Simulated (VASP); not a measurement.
# BaO (Fm-3m) in VASP: further runs

The runs below take BaO through single point, with PBEsol.

Everything below comes from runs of VASP 6.6.1. Logs are shortened: lines on timing, memory, paths and dates and some standing lists are left out, and cuts for length are marked.

### 1 The cell of the first run

It takes space group Fm-3m (No. 225, cubic). Conventional cell: a = 5.388 Å, b = 5.388 Å, c = 5.388 Å, α = 90.00°, β = 90.00°, γ = 90.00°. Ba (site symmetry m-3m) has 6 O at 2.69 Å within 3.6 Å. Within 3.6 Å of O (site symmetry m-3m) lie 6 Ba at 2.69 Å.

### 2 Single point, PBEsol

File INCAR:

```
ALGO = Normal
EDIFF = 1E-6
ENCUT = 600
GGA = PS
GGA_COMPAT = False
ISIF = 2
ISMEAR = 0
LASPH = True
LCHARG = True
LELF = True
LREAL = False
LVHAR = True
LWAVE = False
NBANDS = 15
NELM = 120
PREC = Accurate
SIGMA = 0.02
```

File KPOINTS:

```
k-points
0
Gamma
  12 12 12
```

File POSCAR:

```
BaO
1.0
    0.0000000000      2.6938617990      2.6938617990
    2.6938617990      0.0000000000      2.6938617990
    2.6938617990      2.6938617990      0.0000000000
Ba O
1 1
Direct
    0.0000000000      0.0000000000      0.0000000000
    0.5000000000      0.5000000000      0.5000000000
```

Potentials or basis: VASP PAW PBE potentials, release 64 (Ba_sv, O).

The run is started by

```sh
$ cat potpaw_PBE.64/Ba_sv/POTCAR potpaw_PBE.64/O/POTCAR > POTCAR
$ mpirun -np 1 vasp_std > vasp.out
```

OUTCAR:

```text
EDIFF = 1E-6
   ENCUT = 600
   GGA = PS
   ISIF = 2
   ISMEAR = 0
   LASPH = True
   LREAL = False
   NELM = 120
   PREC = Accurate

 ion  position               nearest neighbor table
   1  0.000  0.000  0.000-   2 2.69   2 2.69   2 2.69   2 2.69   2 2.69   2 2.69
   2  0.500  0.500  0.500-   1 2.69   1 2.69   1 2.69   1 2.69   1 2.69   1 2.69

  LATTYP: Found a face centered cubic cell.
 ALAT       =     5.3877235980

  Lattice vectors:

 A1 = (   0.0000000000,   2.6938617990,   2.6938617990)
 A2 = (   2.6938617990,   0.0000000000,   2.6938617990)
 A3 = (   2.6938617990,   2.6938617990,   0.0000000000)

Analysis of symmetry for initial positions (statically):
=====================================================================
 Subroutine PRICEL returns:
 Original cell was already a primitive cell.

 Routine SETGRP: Setting up the symmetry group for a
 face centered cubic supercell.

 Subroutine GETGRP returns: Found 48 space group operations
[... 9 lines left out ...]

 Routine SETGRP: Setting up the symmetry group for a
 face centered cubic supercell.

 Subroutine GETGRP returns: Found 48 space group operations
[... 11 lines left out ...]
                                     Primitive cell

  volume of cell :      39.0981

  direct lattice vectors                    reciprocal lattice vectors
     0.000000000  2.693861799  2.693861799    -0.185607146  0.185607146  0.185607146
     2.693861799  0.000000000  2.693861799     0.185607146 -0.185607146  0.185607146
     2.693861799  2.693861799  0.000000000     0.185607146  0.185607146 -0.185607146

  length of vectors
     3.809695891  3.809695891  3.809695891     0.321481007  0.321481007  0.321481007

  position of ions in fractional coordinates (direct lattice)
     0.000000000  0.000000000  0.000000000
     0.500000000  0.500000000  0.500000000

  ion indices of the primitive-cell ions
   primitive index   ion index
                 1           1
                 2           2

----------------------------------------------------------------------------------------

 KPOINTS: k-points

Automatic generation of k-mesh.
 Grid dimensions read from file:
 generate k-points for:   12   12   12

 Generating k-lattice:

  Cartesian coordinates                     Fractional coordinates (reciprocal lattice)
    -0.015467262  0.015467262  0.015467262     0.083333333  0.000000000  0.000000000
     0.015467262 -0.015467262  0.015467262     0.000000000  0.083333333  0.000000000
     0.015467262  0.015467262 -0.015467262     0.000000000  0.000000000  0.083333333

  Length of vectors
     0.026790084  0.026790084  0.026790084

  Shift w.r.t. Gamma in fractional coordinates (k-lattice)
     0.000000000  0.000000000  0.000000000

 Subroutine IBZKPT returns following result:
 ===========================================

 Found     72 irreducible k-points:

 Following reciprocal coordinates:
            Coordinates               Weight
  0.000000  0.000000  0.000000      1.000000
  0.083333  0.000000  0.000000      8.000000
  0.166667  0.000000  0.000000      8.000000
  0.250000  0.000000  0.000000      8.000000
  0.333333  0.000000  0.000000      8.000000
  0.416667  0.000000  0.000000      8.000000
[... 16 lines left out ...]
  0.500000  0.166667  0.000000     24.000000
 -0.416667  0.166667  0.000000     24.000000
 [... further k-points ...]
   k-points           NKPTS =     72   k-points in BZ     NKDIM =     72   number of bands    NBANDS=     15
   number of dos      NEDOS =    301   number of ions     NIONS =      2
   total plane-waves  NPLWV =  27000
   dimension x,y,z NGX =    30 NGY =   30 NGZ =   30
   dimension x,y,z NGXF=    60 NGYF=   60 NGZF=   60
   ions per type =               1   1
   NGX,Y,Z   is equivalent  to a cutoff of  13.09, 13.09, 13.09 a.u.
   NGXF,Y,Z  is equivalent  to a cutoff of  26.18, 26.18, 26.18 a.u.
 SYSTEM =  unknown system
   PREC   = accura    normal or accurate (medium, high low for compatibility)
   ISTART =      0    job   : 0-new  1-cont  2-samecut
   ICHARG =      2    charge: 1-file 2-atom 10-const
   ISPIN  =      1    spin polarized calculation?
   LNONCOLLINEAR =      F non collinear calculations
   LSORBIT =      F    spin-orbit coupling
   LASPH  =      T    aspherical Exc in radial PAW
   ENCUT  =  600.0 eV  44.10 Ry    6.64 a.u.   7.61  7.61  7.61*2*pi/ulx,y,z
   NELM   =    120;   NELMIN=  2; NELMDL= -5     # of ELM steps
   EDIFF  = 0.1E-05   stopping-criterion for ELM
   LREAL  =      F    real-space projection
   EDIFFG = 0.1E-04   stopping-criterion for IOM
   NSW    =      0    number of steps for IOM
   IBRION =     -1    ionic relax: 0-MD 1-quasi-New 2-CG
   NFREE  =      0    steps in history (QN), initial steepest desc. (CG)
   ISIF   =      2    stress and relaxation
   ISYM   =      2    0-nonsym 1-usesym 2-fastsym
   POTIM  = 0.5000    time-step for ionic-motion
   TEBEG  =    0.0;   TEEND  =   0.0 temperature during run
   PSTRESS=    0.0 pullay stress
   NELECT =      16.0000    total number of electrons
   NUPDOWN=      -1.0000    fix difference up-down
   EMIN   =  10.00;   EMAX   =-10.00  energy-range for DOS
   EFERMI =   0.00;   METHOD = LEGACY
   ISMEAR =     0;   SIGMA  =   0.02  broadening in eV -4-tet -1-fermi 0-gaus
   EFERMI_NEDOS =   21; number of points for ismear=-14 and -15
   IALGO  =     38    algorithm
   IMIX   =      4    mixing-type and parameters
     AMIX     =   0.40;   BMIX     =  1.00
     AMIX_MAG =   1.60;   BMIX_MAG =  1.00
  volume/ion in A,a.u.               =      19.55       131.92
  Fermi-wavevector in a.u.,A,eV,Ry     =   1.215429  2.296827 20.099439  1.477267
  Thomas-Fermi vector in A             =   2.350816
   LORBIT       =      0    0 simple, 1 ext, 2 COOP (PROOUT), +10 PAW based schemes
   GGA     = PS    functional components
   LHFCALC =     F    Hartree Fock is set to
   AEXX    =    0.0000 exact exchange contribution
   IVDW    =     0    specifies the selected vdW correction
   LEPSILON=     F    determine dielectric tensor
   LRPA    =     F    only Hartree local field effects (RPA)
 non-spin polarized calculation
 Gauss-broadening in eV      SIGMA  =   0.02
  energy-cutoff  :      600.00
  volume of cell :       39.10
 maximum number of plane-waves:      1323
   NGX = 15   NGY = 15   NGZ = 15

 number of electron      15.9999997 magnetization

 Free energy of the ion-electron system (eV)
  ---------------------------------------------------
  ext. energy  EPLUGINS =         0.00000000
  ---------------------------------------------------
  free energy    TOTEN  =       -12.32971894 eV

  energy without entropy =      -12.32971894  energy(sigma->0) =      -12.32971894

 E-fermi :   2.5282     XC(G=0): -10.2464

 val. band max:        2.3407679624   @ k =   0.5000   0.5000   0.0000
 cond. band min:       3.8681449642   @ k =   0.5000   0.5000   0.0000
 fundamental gap:      1.5273770017
 Fermi energy:         2.5281959679

 k-point     1 :       0.0000    0.0000    0.0000
  band No.  band energies     occupation
      1     -23.5768      2.00000
      2     -12.8610      2.00000
      3      -7.8757      2.00000
      4      -7.8757      2.00000
      5      -7.8757      2.00000
      6       1.7412      2.00000
      7       1.7412      2.00000
      8       1.7412      2.00000
      9       6.0450      0.00000
     10       6.8746      0.00000
     11       6.8746      0.00000
     12       6.8746      0.00000
     13       9.3825      0.00000
     14       9.3825      0.00000
     15      12.0986      0.00000

 k-point     2 :       0.0833    0.0000    0.0000
  band No.  band energies     occupation
      1     -23.5533      2.00000
      2     -12.9272      2.00000
      3      -7.8946      2.00000
      4      -7.8856      2.00000
      5      -7.8856      2.00000
      6       1.5632      2.00000
      7       1.6293      2.00000
      8       1.6293      2.00000
      9       6.3711      0.00000
     10       6.7899      0.00000
     11       7.0196      0.00000
     12       7.0196      0.00000
     13       9.5958      0.00000
     14       9.5958      0.00000
     15      12.6000      0.00000

 k-point     3 :       0.1667    0.0000    0.0000
  band No.  band energies     occupation
      1     -23.4879      2.00000
      2     -13.1081      2.00000
      3      -7.9439      2.00000
      4      -7.9123      2.00000
      5      -7.9123      2.00000
      6       1.1485      2.00000
      7       1.3459      2.00000
      8       1.3459      2.00000
      9       6.6193      0.00000
     10       7.2816      0.00000
     11       7.4382      0.00000
     12       7.4382      0.00000
     13      10.1740      0.00000
     14      10.1740      0.00000
     15      13.8875      0.00000

 k-point     4 :       0.2500    0.0000    0.0000
  band No.  band energies     occupation
      1     -23.3959      2.00000
      2     -13.3558      2.00000
      3      -8.0064      2.00000
      4      -7.9478      2.00000
      5      -7.9478      2.00000
      6       0.6800      2.00000
      7       1.0004      2.00000
      8       1.0004      2.00000
      9       6.6585      0.00000
     10       8.0751      0.00000
     11       8.0751      0.00000
     12       8.4210      0.00000
     13      10.9845      0.00000
     14      10.9845      0.00000
     15      15.5055      0.00000

 k-point     5 :       0.3333    0.0000    0.0000
  band No.  band energies     occupation
      1     -23.3005      2.00000
      2     -13.6045      2.00000
      3      -8.0639      2.00000
      4      -7.9822      2.00000
      5      -7.9822      2.00000
      6       0.2765      2.00000
      7       0.6908      2.00000
      8       0.6908      2.00000
      9       6.8679      0.00000
     10       8.8136      0.00000
     11       8.8136      0.00000
     12       9.5864      0.00000
     13      11.9115      0.00000
     14      11.9115      0.00000
     15      16.5969      0.00000

 k-point     6 :       0.4167    0.0000    0.0000
  band No.  band energies     occupation
      1     -23.2284      2.00000
      2     -13.7873      2.00000
      3      -8.1031      2.00000
      4      -8.0066      2.00000
      5      -8.0066      2.00000
      6       0.0084      2.00000
      7       0.4820      2.00000
      8       0.4820      2.00000
      9       7.1268      0.00000
     10       9.4425      0.00000
     11       9.4425      0.00000
     12      10.4582      0.00000
     13      12.8774      0.00000
     14      12.8774      0.00000
     15      16.9123      0.00000

 k-point     7 :       0.5000    0.0000    0.0000
  band No.  band energies     occupation
      1     -23.2014      2.00000
      2     -13.8544      2.00000
      3      -8.1168      2.00000
      4      -8.0155      2.00000
      5      -8.0155      2.00000
      6      -0.0853      2.00000
      7       0.4087      2.00000
      8       0.4087      2.00000
      9       7.2466      0.00000
     10       9.6958      0.00000
     11       9.6958      0.00000
[... 226 lines left out ...]
      4      -8.1604      2.00000
      5      -7.9857      2.00000
      6       0.5516      2.00000
      7       1.6031      2.00000
      8       1.6448      2.00000
      9       5.4954      0.00000
     10       7.6283      0.00000
     11       8.7136      0.00000
     12       8.7336      0.00000
     13      10.2216      0.00000
     14      11.3873      0.00000
     15      15.5619      0.00000

 k-point    21 :       0.3333    0.1667    0.0000
  band No.  band energies     occupation
      1     -23.3077      2.00000
      2     -13.4154      2.00000
      3      -8.2337      2.00000
      4      -8.2120      2.00000
      5      -8.1738      2.00000
      6       0.5361      2.00000
      7       1.2762      2.00000
      8       1.4032      2.00000
      9       5.6284      0.00000
     10       8.2728      0.00000
     11       9.4024      0.00000
     12       9.4639      0.00000
     13      11.0553      0.00000
     14      11.9368      0.00000
     15      16.9102      0.00000

 k-point    22 :       0.4167    0.1667    0.0000
  band No.  band energies     occupation
      1     -23.2288      2.00000
      2     -13.5809      2.00000
      3      -8.3788      2.00000
      4      -8.2566      2.00000
      5      -8.2215      2.00000
      6       0.6091      2.00000
      7       0.9196      2.00000
      8       1.1001      2.00000
      9       6.0840      0.00000
     10       8.6385      0.00000
     11       9.9275      0.00000
     12      10.2760      0.00000
     13      12.1595      0.00000
     14      12.6326      0.00000
     15      16.7697      0.00000

 k-point    23 :       0.5000    0.1667    0.0000
  band No.  band energies     occupation
      1     -23.1780      2.00000
      2     -13.6950      2.00000
      3      -8.5413      2.00000
      4      -8.2393      2.00000
      5      -8.1866      2.00000
      6       0.5106      2.00000
      7       0.8185      2.00000
      8       0.8810      2.00000
      9       6.7277      0.00000
     10       8.5553      0.00000
     11      10.1318      0.00000
     12      10.8703      0.00000
     13      13.0363      0.00000
     14      13.5106      0.00000
     15      15.8303      0.00000

 k-point    24 :      -0.4167    0.1667    0.0000
  band No.  band energies     occupation
      1     -23.1708      2.00000
      2     -13.7246      2.00000
      3      -8.6289      2.00000
      4      -8.1814      2.00000
      5      -8.1153      2.00000
      6       0.3158      2.00000
      7       0.6159      2.00000
      8       1.1165      2.00000
      9       7.2240      0.00000
     10       8.3133      0.00000
     11       9.8605      0.00000
     12      10.8907      0.00000
     13      13.0078      0.00000
     14      14.2201      0.00000
     15      15.2327      0.00000

 [... further k-points ...]
[... 5 lines left out ...]
  --------------------------------------------------------------------------------------
  -------------------------------------------------------------------------------------
  Total        1.7883009      1.7883009      1.7883009      0.0000000     -0.0000000      0.0000000
  in kB       73.2816506     73.2816506     73.2816506      0.0000000     -0.0000000      0.0000000
  external PRESSURE =      73.2816506 kB  Pullay stress =       0.0000000 kB

 VOLUME and BASIS-vectors are now :
 -----------------------------------------------------------------------------
  energy-cutoff  :      600.00
  volume of cell :       39.10
      direct lattice vectors                 reciprocal lattice vectors
     0.000000000  2.693861799  2.693861799    -0.185607146  0.185607146  0.185607146
     2.693861799  0.000000000  2.693861799     0.185607146 -0.185607146  0.185607146
     2.693861799  2.693861799  0.000000000     0.185607146  0.185607146 -0.185607146

 POSITION                                       TOTAL-FORCE (eV/Angst)
 -----------------------------------------------------------------------------------
      0.00000      0.00000      0.00000        -0.000000      0.000000     -0.000000
      2.69386      2.69386      2.69386         0.000000     -0.000000      0.000000
 -----------------------------------------------------------------------------------
    total drift:                                0.000000      0.000000      0.000000

  FREE ENERGIE OF THE ION-ELECTRON SYSTEM (eV)
  ---------------------------------------------------
  free  energy   TOTEN  =       -12.3297189397 eV

  energy  without entropy=      -12.3297189397  energy(sigma->0) =      -12.32971894
```

It took 25 s on 1 thread of AMD EPYC 9R45 (Zen 5), shared host; peak memory 0.18 GiB.

What came out:

| Item | Value |
| --- | --- |
| Free energy | -12.3297 eV |
| Pressure | 7.3 GPa |
| Band gap on the k mesh | 1.53 eV, direct |

Caveat: the PAW data sets were made with another functional, which shifts forces and pressure a little; spin-orbit coupling is left out, which moves the levels of the heavy elements. A k mesh can miss the band edges.

[end of part 1 of 2]
